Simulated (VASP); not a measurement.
# Cu (I4/mmm) in VASP: a series of runs

Cu is run at these levels: PBEsol; tasks: single point.

All numbers are computed with VASP 6.6.1; they aren't measurements. Logs are shortened: lines on timing, memory, paths and dates and some standing lists are left out, and cuts for length are marked.

## 1. The cell of the first run

It takes space group I4/mmm (No. 139, tetragonal). Conventional cell: a = 2.795 Å, b = 2.795 Å, c = 2.933 Å, α = 90.00°, β = 90.00°, γ = 90.00°. Within 3.2 Å of Cu (site symmetry 4/mmm) lie 14 Cu at 2.46 to 2.93 Å.

## 2. Single point, PBEsol

File INCAR:

```
  PREC = Accurate
  ENCUT = 520
  EDIFF = 1E-7
  ISMEAR = 0
  SIGMA = 0.15
  LREAL = False
  LASPH = True
  NELM = 80
  ALGO = Fast
  ISIF = 2
  LWAVE = False
  LCHARG = True
  GGA = PS
  LELF = True
  LVHAR = True
  NBANDS = 12
```

File KPOINTS:

```
regular mesh
0
Gamma
  26 26 26
```

File POSCAR:

```
Cu
1.0
   -1.3976761718      1.3976761718      1.4663554711
    1.3976761718     -1.3976761718      1.4663554711
    1.3976761718      1.3976761718     -1.4663554711
Cu
1
Direct
    0.0000000000      0.0000000000      0.0000000000
```

Potentials or basis: VASP PAW PBE potentials, release 64 (Cu).

Command:

```bash
$ cat potpaw_PBE.64/Cu/POTCAR > POTCAR
$ mpirun -np 1 vasp_std > vasp.out
```

OUTCAR:

```text
PREC = Accurate
   ENCUT = 520
   EDIFF = 1E-7
   ISMEAR = 0
   LREAL = False
   LASPH = True
   NELM = 80
   ISIF = 2
   GGA = PS

 ion  position               nearest neighbor table
   1  0.000  0.000  0.000-

  LATTYP: Found a body centered tetragonal cell.
 ALAT       =     2.7953523436
 C/A-ratio  =     1.0491382057

  Lattice vectors:

 A1 = (  -1.3976761718,   1.3976761718,   1.4663554711)
 A2 = (   1.3976761718,  -1.3976761718,   1.4663554711)
 A3 = (   1.3976761718,   1.3976761718,  -1.4663554711)

Analysis of symmetry for initial positions (statically):
=====================================================================
 Subroutine PRICEL returns:
 Original cell was already a primitive cell.

 Routine SETGRP: Setting up the symmetry group for a
 body centered tetragonal supercell.

 Subroutine GETGRP returns: Found 16 space group operations
 (whereof 16 operations were pure point group operations)
 out of a pool of 16 trial point group operations.

The static configuration has the point symmetry D_4h.

Analysis of symmetry for dynamics (positions and initial velocities):
=====================================================================
 Subroutine PRICEL returns:
 Original cell was already a primitive cell.

 Routine SETGRP: Setting up the symmetry group for a
 body centered tetragonal supercell.

 Subroutine GETGRP returns: Found 16 space group operations
 (whereof 16 operations were pure point group operations)
 out of a pool of 16 trial point group operations.

The dynamic configuration has the point symmetry D_4h.

 Subroutine INISYM returns: Found 16 space group operations
 (whereof 16 operations are pure point group operations),
 and found     1 'primitive' translations

----------------------------------------------------------------------------------------

                                     Primitive cell

  volume of cell :      11.4581

  direct lattice vectors                    reciprocal lattice vectors
    -1.397676172  1.397676172  1.466355471     0.000000000  0.357736656  0.340981440
     1.397676172 -1.397676172  1.466355471     0.357736656  0.000000000  0.340981440
     1.397676172  1.397676172 -1.466355471     0.357736656  0.357736656  0.000000000

  length of vectors
     2.461137081  2.461137081  2.461137081     0.494210337  0.494210337  0.505916031

  position of ions in fractional coordinates (direct lattice)
     0.000000000  0.000000000  0.000000000

  ion indices of the primitive-cell ions
   primitive index   ion index
                 1           1

----------------------------------------------------------------------------------------

 KPOINTS: regular mesh

Automatic generation of k-mesh.
 Grid dimensions read from file:
 generate k-points for:   26   26   26

 Generating k-lattice:

  Cartesian coordinates                     Fractional coordinates (reciprocal lattice)
     0.000000000  0.013759102  0.013114671     0.038461538  0.000000000  0.000000000
     0.013759102  0.000000000  0.013114671     0.000000000  0.038461538  0.000000000
     0.013759102  0.013759102  0.000000000     0.000000000  0.000000000  0.038461538

  Length of vectors
     0.019008090  0.019008090  0.019458309

  Shift w.r.t. Gamma in fractional coordinates (k-lattice)
     0.000000000  0.000000000  0.000000000

 Subroutine IBZKPT returns following result:
 ===========================================

 Found   1330 irreducible k-points:

 Following reciprocal coordinates:
            Coordinates               Weight
  0.000000  0.000000  0.000000      1.000000
  0.038462  0.000000 -0.000000      8.000000
  0.076923  0.000000 -0.000000      8.000000
  0.115385  0.000000 -0.000000      8.000000
  0.153846  0.000000 -0.000000      8.000000
  0.192308  0.000000 -0.000000      8.000000
[... 16 lines left out ...]
  0.346154  0.038462 -0.000000     16.000000
  0.384615  0.038462 -0.000000     16.000000
 [... further k-points ...]
   k-points           NKPTS =   1330   k-points in BZ     NKDIM =   1330   number of bands    NBANDS=     12
   number of dos      NEDOS =    301   number of ions     NIONS =      1
   total plane-waves  NPLWV =   5832
   dimension x,y,z NGX =    18 NGY =   18 NGZ =   18
   dimension x,y,z NGXF=    36 NGYF=   36 NGZF=   36
   ions per type =               1
   NGX,Y,Z   is equivalent  to a cutoff of  12.16, 12.16, 12.16 a.u.
   NGXF,Y,Z  is equivalent  to a cutoff of  24.32, 24.32, 24.32 a.u.
 SYSTEM =  unknown system
   PREC   = accura    normal or accurate (medium, high low for compatibility)
   ISTART =      0    job   : 0-new  1-cont  2-samecut
   ICHARG =      2    charge: 1-file 2-atom 10-const
   ISPIN  =      1    spin polarized calculation?
   LNONCOLLINEAR =      F non collinear calculations
   LSORBIT =      F    spin-orbit coupling
   LASPH  =      T    aspherical Exc in radial PAW
   ENCUT  =  520.0 eV  38.22 Ry    6.18 a.u.   4.58  4.58  4.58*2*pi/ulx,y,z
   NELM   =     80;   NELMIN=  2; NELMDL= -5     # of ELM steps
   EDIFF  = 0.1E-06   stopping-criterion for ELM
   LREAL  =      F    real-space projection
   EDIFFG = 0.1E-05   stopping-criterion for IOM
   NSW    =      0    number of steps for IOM
   IBRION =     -1    ionic relax: 0-MD 1-quasi-New 2-CG
   NFREE  =      0    steps in history (QN), initial steepest desc. (CG)
   ISIF   =      2    stress and relaxation
   ISYM   =      2    0-nonsym 1-usesym 2-fastsym
   POTIM  = 0.5000    time-step for ionic-motion
   TEBEG  =    0.0;   TEEND  =   0.0 temperature during run
   PSTRESS=    0.0 pullay stress
   NELECT =      11.0000    total number of electrons
   NUPDOWN=      -1.0000    fix difference up-down
   EMIN   =  10.00;   EMAX   =-10.00  energy-range for DOS
   EFERMI =   0.00;   METHOD = LEGACY
   ISMEAR =     0;   SIGMA  =   0.15  broadening in eV -4-tet -1-fermi 0-gaus
   EFERMI_NEDOS =   21; number of points for ismear=-14 and -15
   IALGO  =     68    algorithm
   IMIX   =      4    mixing-type and parameters
     AMIX     =   0.40;   BMIX     =  1.00
     AMIX_MAG =   1.60;   BMIX_MAG =  1.00
  volume/ion in A,a.u.               =      11.46        77.32
  Fermi-wavevector in a.u.,A,eV,Ry     =   1.614984  3.051878 35.486359  2.608174
  Thomas-Fermi vector in A             =   2.709805
   LORBIT       =      0    0 simple, 1 ext, 2 COOP (PROOUT), +10 PAW based schemes
   GGA     = PS    functional components
   LHFCALC =     F    Hartree Fock is set to
   AEXX    =    0.0000 exact exchange contribution
   IVDW    =     0    specifies the selected vdW correction
   LEPSILON=     F    determine dielectric tensor
   LRPA    =     F    only Hartree local field effects (RPA)
 non-spin polarized calculation
 RMM-DIIS sequential band-by-band and
 Gauss-broadening in eV      SIGMA  =   0.15
  energy-cutoff  :      520.00
  volume of cell :       11.46
 maximum number of plane-waves:       329
   NGX =  9   NGY =  9   NGZ =  9

 number of electron      10.9999992 magnetization

 Free energy of the ion-electron system (eV)
  ---------------------------------------------------
  ext. energy  EPLUGINS =         0.00000000
  ---------------------------------------------------
  free energy    TOTEN  =        -4.27269005 eV

  energy without entropy =       -4.26868287  energy(sigma->0) =       -4.27068646

 E-fermi :   7.7788     XC(G=0): -13.0868

 val. band max:        7.7773346760   @ k =  -0.4231   0.4615   0.0769
 cond. band min:       7.7801936383   @ k =   0.2308   0.1538   0.1154
 fundamental gap:      0.0028589623
 Fermi energy:         7.7787986298

 k-point     1 :       0.0000    0.0000    0.0000
  band No.  band energies     occupation
      1      -1.8364      2.00000
      2       4.5237      2.00000
      3       4.5237      2.00000
      4       4.7084      2.00000
      5       5.5394      2.00000
      6       5.7310      2.00000
      7      32.4562      0.00000
      8      33.3559      0.00000
      9      33.3559      0.00000
     10      36.1074      0.00000
     11      36.7589      0.00000
     12      37.6680      0.00000

 k-point     2 :       0.0385    0.0000   -0.0000
  band No.  band energies     occupation
      1      -1.7789      2.00000
      2       4.5239      2.00000
      3       4.5297      2.00000
      4       4.7142      2.00000
      5       5.5321      2.00000
      6       5.7269      2.00000
      7      31.9929      0.00000
      8      32.9668      0.00000
      9      33.1931      0.00000
     10      35.4049      0.00000
     11      36.2866      0.00000
     12      36.4273      0.00000

 k-point     3 :       0.0769    0.0000   -0.0000
  band No.  band energies     occupation
      1      -1.6071      2.00000
      2       4.5232      2.00000
      3       4.5315      2.00000
      4       4.7480      2.00000
      5       5.5107      2.00000
      6       5.7171      2.00000
      7      30.4342      0.00000
      8      32.4400      0.00000
      9      32.7832      0.00000
     10      34.8101      0.00000
     11      35.1514      0.00000
     12      35.5420      0.00000
[... 286 lines left out ...]
 k-point    23 :       0.3462    0.0385   -0.0000
  band No.  band energies     occupation
      1       2.0967      2.00000
      2       4.0337      2.00000
      3       4.9680      2.00000
      4       5.4858      2.00000
      5       5.7497      2.00000
      6       6.1413      2.00000
      7      15.8892      0.00000
      8      26.0300      0.00000
      9      27.0467      0.00000
     10      30.7360      0.00000
     11      33.4989      0.00000
     12      40.2179      0.00000

 k-point    24 :       0.3846    0.0385   -0.0000
  band No.  band energies     occupation
      1       2.3782      2.00000
      2       3.9797      2.00000
      3       5.3833      2.00000
      4       5.5178      2.00000
      5       5.8451      2.00000
      6       6.3854      2.00000
      7      14.3455      0.00000
      8      25.6737      0.00000
      9      26.5609      0.00000
     10      30.5476      0.00000
     11      33.4133      0.00000
     12      40.9928      0.00000

 [... further k-points ...]

------------------------ aborting loop because EDIFF is reached ----------------------------------------

  FORCE on cell =-STRESS in cart. coord.  units (eV):
  Direction    XX          YY          ZZ          XY          YZ          ZX
  --------------------------------------------------------------------------------------
  -------------------------------------------------------------------------------------
  Total       -0.0439730     -0.0439730      0.0103804      0.0000000     -0.0000000      0.0000000
  in kB       -6.1487089     -6.1487089      1.4514868      0.0000000     -0.0000000      0.0000000
  external PRESSURE =      -3.6153103 kB  Pullay stress =       0.0000000 kB

 VOLUME and BASIS-vectors are now :
 -----------------------------------------------------------------------------
  energy-cutoff  :      520.00
  volume of cell :       11.46
      direct lattice vectors                 reciprocal lattice vectors
    -1.397676172  1.397676172  1.466355471     0.000000000  0.357736656  0.340981440
     1.397676172 -1.397676172  1.466355471     0.357736656  0.000000000  0.340981440
     1.397676172  1.397676172 -1.466355471     0.357736656  0.357736656  0.000000000

 POSITION                                       TOTAL-FORCE (eV/Angst)
 -----------------------------------------------------------------------------------
      0.00000      0.00000      0.00000         0.000000      0.000000      0.000000
 -----------------------------------------------------------------------------------
    total drift:                                0.000000      0.000000      0.000000

  FREE ENERGIE OF THE ION-ELECTRON SYSTEM (eV)
  ---------------------------------------------------
  free  energy   TOTEN  =        -4.2726900491 eV

  energy  without entropy=       -4.2686828689  energy(sigma->0) =       -4.27068646
```

Wall time 3 min (1 thread of Intel Xeon Platinum 8259CL at 2.50GHz (Skylake/Cascade Lake), shared host); peak memory 0.27 GiB.

What came out:

* Free energy: -4.2727 eV
* Pressure: -0.4 GPa
* Band gap on the k mesh: zero (an odd number of electrons rules out a gap without spin polarisation)

Stress tensor (GPa, compression positive):
```
-0.61  0.00  0.00
 0.00 -0.61  0.00
 0.00  0.00  0.15
```

Levels at points of the mesh, in eV from the Fermi level:
| k point | band 4 | band 5 | band 6 | band 7 | band 8 | band 9 |
| --- | --- | --- | --- | --- | --- | --- |
| (0.00, 0.00, 0.00) | -3.07 | -2.24 | -2.05 | 24.68 | 25.58 | 25.58 |
| (0.50, 0.00, 0.00) | -2.00 | -1.39 | -0.81 | 4.34 | 18.16 | 18.37 |
| (0.50, 0.50, 0.00) | -1.96 | -1.35 | -0.45 | 4.85 | 16.92 | 16.97 |
| (0.50, 0.50, 0.50) | -1.53 | -1.53 | 7.10 | 8.91 | 8.91 | 13.11 |

Caveat: the PAW data sets were made with another functional, which shifts forces and pressure a little.

## 3. Single point, PBEsol

File INCAR:

```
SYSTEM = Cu
PREC = Accurate ; ENCUT = 520
EDIFF = 1E-7 ; ISMEAR = 0
SIGMA = 0.15 ; LREAL = .FALSE.
LASPH = .TRUE. ; NELM = 100
ALGO = Fast ; ISIF = 2
LWAVE = .FALSE. ; LCHARG = .FALSE.
GGA = PS ; NBANDS = 12
```

File KPOINTS:

```
regular mesh
0
G
  26 26 26
  0 0 0
```

File POSCAR:

```
Cu
1.0
   -1.4195183900      1.4195183900      1.4215768414
    1.4195183900     -1.4195183900      1.4215768414
    1.4195183900      1.4195183900     -1.4215768414
Cu
1
Direct
    0.0000000000      0.0000000000      0.0000000000
```

Potentials or basis: VASP PAW PBE potentials, release 64 (Cu).

Command:

```bash
$ cat potpaw_PBE.64/Cu/POTCAR > POTCAR
$ mpirun -np 1 vasp_std > vasp.out
```

It took 2.9 min on 1 thread of Intel Xeon Platinum 8259CL at 2.50GHz (Skylake/Cascade Lake), shared host; peak memory 0.27 GiB.

Results (log left out):

```
Free energy            : -4.2718 eV
Pressure               : -0.4 GPa
Band gap on the k mesh : zero (an odd number of electrons rules out a gap without spin polarisation)
```

Levels at points of the mesh, in eV from the Fermi level:
```tsv
k point	band 2	band 3	band 4	band 5	band 6	band 7	band 8	band 9	band 10	band 11
(0.00, 0.00, 0.00)	-3.20	-3.20	-3.20	-2.13	-2.13	25.32	25.35	25.35	29.11	29.38
(0.50, 0.00, 0.00)	-3.94	-2.18	-2.02	-1.37	-0.70	4.49	17.74	17.89	21.71	24.78
(0.50, 0.50, 0.00)	-3.95	-2.17	-2.01	-1.37	-0.69	4.51	17.70	17.85	21.67	24.75
(0.50, 0.50, 0.50)	-4.80	-1.55	-1.55	-1.55	8.25	8.31	8.31	13.80	13.83	16.42
```

Caveat: the PAW data sets were made with another functional, which shifts forces and pressure a little.
